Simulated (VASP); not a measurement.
# Sn in VASP: further runs

Sn is run at these levels: PBE; tasks: single point.

Everything below comes from runs of VASP 6.6.1. Logs are shortened: lines on timing, memory, paths and dates and some standing lists are left out, and cuts for length are marked.

**1. The cell of the first run**

The cell holds an amorphous packing of atoms, 16 atoms: a = 8.072 Å, b = 7.823 Å, c = 8.016 Å, α = 93.07°, β = 97.26°, γ = 90.70°.

**2. Single point, PBE**

INCAR

```
SYSTEM = Sn
PREC = Accurate ; ENCUT = 520
EDIFF = 1E-7 ; ISMEAR = -1
SIGMA = 0.0776 ; LREAL = Auto
LASPH = .True. ; NELM = 60
ALGO = Normal ; ISIF = 2
LWAVE = .False. ; LCHARG = .True.
GGA = PE ; LELF = .True.
LVHAR = .True. ; ISYM = 0
NBANDS = 126
```

KPOINTS

```
Automatic mesh
0
Gamma
  1 1 1
  0.25 0.25 0.25
```

POSCAR

```
Sn
1.0
    8.0559810000     -0.0553090000     -0.5100630000
   -0.0553090000      7.8193870000     -0.2139990000
   -0.5100630000     -0.2139990000      7.9971090000
Sn
16
Direct
    0.0796863213      0.2304163000      0.4327630025
    1.0400774352      0.3517056475      0.7835827514
    0.5557236173      0.2584060617      0.4141443732
    0.8233947367      0.6810185751      0.8281190720
    0.9081544966      0.8061243355      0.1927907708
    0.4854228164      0.7978197392      0.8979623567
    0.1052244820      0.9419913331      0.8615363775
    0.6079275274      0.8589103256      0.4452982058
    0.3439651106      0.2011944852      0.0570057623
    0.2819897699      0.9090878785      0.3123956976
    0.5774971020      0.1638484740      0.7685822857
    0.3632434419      0.4908434114      0.6679375058
    0.8410053151      0.1664149750      0.1095562574
    0.8470712737      0.5584925609      0.4607909639
    0.5716647889      0.5504332643      0.1840219041
    0.1970231516      0.5225979018      0.2109453114
```

Potentials or basis: VASP PAW PBE potentials, release 64 (Sn_d).

Launch:

```
> cat potpaw_PBE.64/Sn_d/POTCAR > POTCAR
> mpirun -np 1 vasp_std > vasp.out
```

OUTCAR:

```text
SYSTEM = Sn
   PREC = Accurate
   ENCUT = 520
   EDIFF = 1E-7
   ISMEAR = -1
   LREAL = Auto
   LASPH = .True.
   NELM = 60
   ISIF = 2
   GGA = PE
   ISYM = 0

 ion  position               nearest neighbor table
   1  0.080  0.230  0.433-   2 2.98  13 3.04  16 3.18  10 3.19  14 3.21  12 3.37
   2  0.040  0.352  0.784-   1 2.98  12 3.08   4 3.16   7 3.33   9 3.35  14 3.35  13 3.59  16 3.67

   3  0.556  0.258  0.414-  11 2.96  15 3.02   9 3.15   8 3.18  12 3.21  14 3.28  10 3.49  13 3.61

   4  0.823  0.681  0.828-   6 3.00   7 3.01   5 3.02  14 3.08   2 3.16   8 3.68
   5  0.908  0.806  0.193-  13 2.97   4 3.02  14 3.05  10 3.13  16 3.23  15 3.34   8 3.36   7 3.47

   6  0.485  0.798  0.898-   4 3.00  12 3.02  15 3.10  11 3.21   7 3.27   9 3.59
   7  0.105  0.942  0.862-   9 3.01   4 3.01   6 3.27   2 3.33   5 3.47  13 3.52  10 3.74
   8  0.608  0.859  0.445-  10 2.75  14 3.06  15 3.10   3 3.18   5 3.36  11 3.46   4 3.68
   9  0.344  0.201  0.057-   7 3.01  16 3.06   3 3.15  11 3.17  10 3.22  15 3.31   2 3.35   6 3.59

  10  0.282  0.909  0.312-   8 2.75   5 3.13  16 3.13   1 3.19   9 3.22   3 3.49   7 3.74
  11  0.577  0.164  0.769-   3 2.96   9 3.17  12 3.19   6 3.21  13 3.24   8 3.46
  12  0.363  0.491  0.668-   6 3.02   2 3.08  11 3.19   3 3.21   1 3.37
  13  0.841  0.166  0.110-   5 2.97   1 3.04  11 3.24   7 3.52   2 3.59   3 3.61
  14  0.847  0.558  0.461-  15 2.93   5 3.05   8 3.06   4 3.08   1 3.21   3 3.28   2 3.35  16 3.67

  15  0.572  0.550  0.184-  14 2.93   3 3.02  16 3.06   8 3.10   6 3.10   9 3.31   5 3.34
  16  0.197  0.523  0.211-   9 3.06  15 3.06  10 3.13   1 3.18   5 3.23  14 3.67   2 3.67

IMPORTANT INFORMATION: All symmetrisations will be switched off!
NOSYMM: (Re-)initialisation of all symmetry stuff for point group C_1.

----------------------------------------------------------------------------------------

                                     Primitive cell

  volume of cell :     501.3208

  direct lattice vectors                    reciprocal lattice vectors
     8.055981000 -0.055309000 -0.510063000     0.124644139  0.001100024  0.007979354
    -0.055309000  7.819387000 -0.213999000     0.001100024  0.127990698  0.003495133
    -0.510063000 -0.213999000  7.997109000     0.007979354  0.003495133  0.125647647

  length of vectors
     8.072301606  7.822510320  8.016215578     0.124904129  0.128043136  0.125949265

  position of ions in fractional coordinates (direct lattice)
     0.079686321  0.230416300  0.432763003
     0.040077435  0.351705647  0.783582751
     0.555723617  0.258406062  0.414144373
     0.823394737  0.681018575  0.828119072
     0.908154497  0.806124336  0.192790771
     0.485422816  0.797819739  0.897962357
[... 8 lines left out ...]
     0.571664789  0.550433264  0.184021904
     0.197023152  0.522597902  0.210945311

  ion indices of the primitive-cell ions
   primitive index   ion index
                 1           1
                 2           2
                 3           3
                 4           4
                 5           5
                 6           6
[... 8 lines left out ...]
                15          15
                16          16

----------------------------------------------------------------------------------------

 KPOINTS: Automatic mesh

Automatic generation of k-mesh.
 Grid dimensions read from file:
 generate k-points for:    1    1    1

 Generating k-lattice:

  Cartesian coordinates                     Fractional coordinates (reciprocal lattice)
     0.124644139  0.001100024  0.007979354     1.000000000  0.000000000  0.000000000
     0.001100024  0.127990698  0.003495133     0.000000000  1.000000000  0.000000000
     0.007979354  0.003495133  0.125647647    -0.000000000 -0.000000000  1.000000000

  Length of vectors
     0.124904129  0.128043136  0.125949265

  Shift w.r.t. Gamma in fractional coordinates (k-lattice)
     0.250000000  0.250000000  0.250000000

 Subroutine IBZKPT returns following result:
 ===========================================

 Found      1 irreducible k-points:

 Following reciprocal coordinates:
            Coordinates               Weight
  0.250000  0.250000  0.250000      2.000000
   k-points           NKPTS =      1   k-points in BZ     NKDIM =      1   number of bands    NBANDS=    126
   number of dos      NEDOS =    301   number of ions     NIONS =     16
   total plane-waves  NPLWV = 216000
   dimension x,y,z NGX =    60 NGY =   60 NGZ =   60
   dimension x,y,z NGXF=   120 NGYF=  120 NGZF=  120
   ions per type =              16
   NGX,Y,Z   is equivalent  to a cutoff of  12.36, 12.75, 12.44 a.u.
   NGXF,Y,Z  is equivalent  to a cutoff of  24.71, 25.50, 24.89 a.u.
 SYSTEM =  Sn
   PREC   = accura    normal or accurate (medium, high low for compatibility)
   ISTART =      0    job   : 0-new  1-cont  2-samecut
   ICHARG =      2    charge: 1-file 2-atom 10-const
   ISPIN  =      1    spin polarized calculation?
   LNONCOLLINEAR =      F non collinear calculations
   LSORBIT =      F    spin-orbit coupling
   LASPH  =      T    aspherical Exc in radial PAW
   ENCUT  =  520.0 eV  38.22 Ry    6.18 a.u.  15.01 14.54 14.90*2*pi/ulx,y,z
   NELM   =     60;   NELMIN=  2; NELMDL= -5     # of ELM steps
   EDIFF  = 0.1E-06   stopping-criterion for ELM
   LREAL  =      T    real-space projection
   EDIFFG = 0.1E-05   stopping-criterion for IOM
   NSW    =      0    number of steps for IOM
   IBRION =     -1    ionic relax: 0-MD 1-quasi-New 2-CG
   NFREE  =      0    steps in history (QN), initial steepest desc. (CG)
   ISIF   =      2    stress and relaxation
   ISYM   =      0    0-nonsym 1-usesym 2-fastsym
   POTIM  = 0.5000    time-step for ionic-motion
   TEBEG  =    0.0;   TEEND  =   0.0 temperature during run
   PSTRESS=    0.0 pullay stress
   NELECT =     224.0000    total number of electrons
   NUPDOWN=      -1.0000    fix difference up-down
   EMIN   =  10.00;   EMAX   =-10.00  energy-range for DOS
   EFERMI =   0.00;   METHOD = LEGACY
   ISMEAR =    -1;   SIGMA  =   0.08  broadening in eV -4-tet -1-fermi 0-gaus
   EFERMI_NEDOS =   21; number of points for ismear=-14 and -15
   IALGO  =     38    algorithm
   IMIX   =      4    mixing-type and parameters
     AMIX     =   0.40;   BMIX     =  1.00
     AMIX_MAG =   1.60;   BMIX_MAG =  1.00
  volume/ion in A,a.u.               =      31.33       211.44
  Fermi-wavevector in a.u.,A,eV,Ry     =   1.251562  2.365109 21.312258  1.566407
  Thomas-Fermi vector in A             =   2.385503
   LORBIT       =      0    0 simple, 1 ext, 2 COOP (PROOUT), +10 PAW based schemes
   GGA     = PE    functional components
   LHFCALC =     F    Hartree Fock is set to
   AEXX    =    0.0000 exact exchange contribution
   IVDW    =     0    specifies the selected vdW correction
   LEPSILON=     F    determine dielectric tensor
   LRPA    =     F    only Hartree local field effects (RPA)
 non-spin polarized calculation
  energy-cutoff  :      520.00
  volume of cell :      501.32
 maximum number of plane-waves:     13503
 NGX is ok and might be reduce to    60
   NGX = 31   NGY = 29   NGZ = 29

 number of electron     223.9999981 magnetization

 Free energy of the ion-electron system (eV)
  ---------------------------------------------------
  ext. energy  EPLUGINS =         0.00000000
  ---------------------------------------------------
  free energy    TOTEN  =       -57.88493065 eV

  energy without entropy =      -57.70178437  energy(sigma->0) =      -57.79335751

 E-fermi :   6.6389     XC(G=0):  -9.5453

 val. band max:        6.5292867359   @ k =   0.2500   0.2500   0.2500
 cond. band min:       6.7891062694   @ k =   0.2500   0.2500   0.2500
 fundamental gap:      0.2598195335
 Fermi energy:         6.6389004093

 k-point     1 :       0.2500    0.2500    0.2500
  band No.  band energies     occupation
      1     -15.3661      2.00000
      2     -15.3285      2.00000
      3     -15.3151      2.00000
      4     -15.2945      2.00000
      5     -15.2786      2.00000
      6     -15.2323      2.00000
[... 116 lines left out ...]
    123       8.6205      0.00000
    124       8.7413      0.00000
 [bands above 124 left out]

------------------------ aborting loop because EDIFF is reached ----------------------------------------

  FORCE on cell =-STRESS in cart. coord.  units (eV):
  Direction    XX          YY          ZZ          XY          YZ          ZX
  --------------------------------------------------------------------------------------
  -------------------------------------------------------------------------------------
  Total        3.3228186      5.0673728      4.8360522     10.1002595     10.6789129      5.3303225
  in kB       10.6194379     16.1948806     15.4556000     32.2795464     34.1288721     17.0352447
  external PRESSURE =      14.0899728 kB  Pullay stress =       0.0000000 kB

 VOLUME and BASIS-vectors are now :
 -----------------------------------------------------------------------------
  energy-cutoff  :      520.00
  volume of cell :      501.32
      direct lattice vectors                 reciprocal lattice vectors
     8.055981000 -0.055309000 -0.510063000     0.124644139  0.001100024  0.007979354
    -0.055309000  7.819387000 -0.213999000     0.001100024  0.127990698  0.003495133
    -0.510063000 -0.213999000  7.997109000     0.007979354  0.003495133  0.125647647

 POSITION                                       TOTAL-FORCE (eV/Angst)
 -----------------------------------------------------------------------------------
      0.40847      1.70470      3.37090         0.235391      0.115635     -0.084296
     -0.09627      2.58022      6.17069        -0.016560     -0.179786      0.739290
      4.25137      1.90121      2.97321        -0.293995     -0.024137     -0.134738
      6.17319      5.10239      6.05684         0.060045     -0.510445     -0.151900
      7.17315      6.21191      0.90604         0.454401     -0.086408      0.192731
      3.40841      6.01945      6.76277         0.240356      0.121056     -0.114543
[... 8 lines left out ...]
      4.48101      4.23305      1.06227        -0.150392      0.489835     -0.741771
      1.45072      4.03036      1.47462        -0.163592     -0.040636     -0.026794
 -----------------------------------------------------------------------------------
    total drift:                                0.016059     -0.036825     -0.029028

  FREE ENERGIE OF THE ION-ELECTRON SYSTEM (eV)
  ---------------------------------------------------
  free  energy   TOTEN  =       -57.8849306466 eV

  energy  without entropy=      -57.7017843743  energy(sigma->0) =      -57.79335751
```

Run time: 7.5 min. Hardware: 1 thread of AMD EPYC 7R13, shared host; peak memory 0.43 GiB.

Results:

| Item | Value |
| --- | --- |
| Free energy | -57.8849 eV |
| Pressure | 1.4 GPa |
| Largest force | 1.513 eV/Å |
| Band gap on the k mesh | 0.26 eV |

Forces on the atoms (eV/Å):
```
Sn   0.235  0.116 -0.084
Sn  -0.017 -0.180  0.739
Sn  -0.294 -0.024 -0.135
Sn   0.060 -0.510 -0.152
Sn   0.454 -0.086  0.193
Sn   0.240  0.121 -0.115
Sn  -0.193 -0.065 -0.156
Sn   0.922 -0.036  0.785
Sn   0.222 -0.169 -0.294
Sn  -1.318  0.445 -0.596
Sn   0.322 -0.399  0.788
Sn  -0.060  0.093 -0.019
Sn  -0.471  0.121 -0.426
Sn   0.211  0.124  0.241
Sn  -0.150  0.490 -0.742
Sn  -0.164 -0.041 -0.027
```

Levels at points of the mesh, in eV from the valence-band top:
| k point | band 110 | band 111 | band 112 | band 113 | band 114 | band 115 |
| --- | --- | --- | --- | --- | --- | --- |
| (0.25, 0.25, 0.25) | -0.59 | -0.33 | 0.00 | 0.26 | 0.31 | 0.54 |

Caveat: the k points lie up to 0.80 Å⁻¹ apart; spin-orbit coupling is left out, which moves the levels of the heavy elements.

**3. Single point, PBE**

This run uses another cell than the first one, of 30.22 Å³/atom, 0.965 times its volume.

INCAR

```
PREC = Accurate
ENCUT = 520
EDIFF = 1E-6
ISMEAR = 0
SIGMA = 0.1
LREAL = Auto
LASPH = True
NELM = 80
ALGO = Normal
ISIF = 2
LWAVE = False
LCHARG = True
GGA = PE
LELF = True
LVHAR = True
ISYM = 0
NBANDS = 126
```

KPOINTS

```
Automatic mesh
0
Gamma
  2 2 2
  0.5 0.5 0.5
```

POSCAR

```
Sn
1.0
    8.1309261166     -0.0670211957     -0.0254771362
   -0.0719206008      8.1523693845     -0.1214838466
   -0.0772112770     -0.1434728190      7.2983303865
Sn
16
Direct
    0.0970477685      0.2499043675      0.4813720674
    0.0260154412      0.3621170154      0.8761969283
    0.4800494800      0.3051398692      0.4055052298
    0.7767266714      0.6522353520      0.7957705347
    0.9462889527      0.8424600302      0.1571637096
    0.4039412499      0.8447365229      0.7976642706
    0.0235495132      0.9645623573      0.7623806624
    0.6519571956      0.9347454264      0.4724874670
    0.3114255125      0.1428316806      0.0481513407
    0.2699628349      0.9164935828      0.3966228846
    0.6425589163      0.1746458906      0.8142848453
    0.3961409159      0.4644039757      0.7851827433
    0.8028445508      0.1938954865      0.1962626107
    0.8132010030      0.5435493655      0.3929225077
    0.5266317781      0.6650324683      0.1483567899
    0.1804994838      0.5500379708      0.2345535838
```

Potentials or basis: VASP PAW PBE potentials, release 64 (Sn_d).

Launch:

```
> cat potpaw_PBE.64/Sn_d/POTCAR > POTCAR
> mpirun -np 1 vasp_std > vasp.out
```

Run time: 16 min. Hardware: 1 thread of AMD EPYC 7R13, shared host; peak memory 0.49 GiB.

The run converged. Its results:

```
Free energy            : -60.6299 eV
Pressure               : -0.1 GPa
Largest force          : 0.026 eV/Å
Band gap on the k mesh : 0.39 eV, indirect (least direct gap 0.42 eV)
```

Forces on the atoms (eV/Å):
```
Sn  -0.020  0.016  0.004
Sn   0.000  0.006 -0.001
Sn  -0.002 -0.009  0.009
Sn   0.014 -0.003 -0.006
Sn   0.000  0.022  0.004
Sn   0.001 -0.022  0.007
Sn  -0.010 -0.022  0.009
Sn   0.014  0.012  0.002
Sn  -0.011  0.017  0.007
Sn  -0.016 -0.003  0.002
Sn   0.002  0.001  0.002
Sn  -0.003  0.001  0.008
Sn   0.009 -0.001 -0.004
Sn  -0.001 -0.003 -0.013
Sn   0.008 -0.005 -0.017
Sn   0.017 -0.006 -0.014
```

Levels at points of the mesh, in eV from the valence-band top:
```
           k point  band 110  band 111  band 112  band 113  band 114  band 115
(0.25, 0.25, 0.25)     -0.47     -0.27     -0.03      0.58      0.68      0.94
```

Caveat: spin-orbit coupling is left out, which moves the levels of the heavy elements.
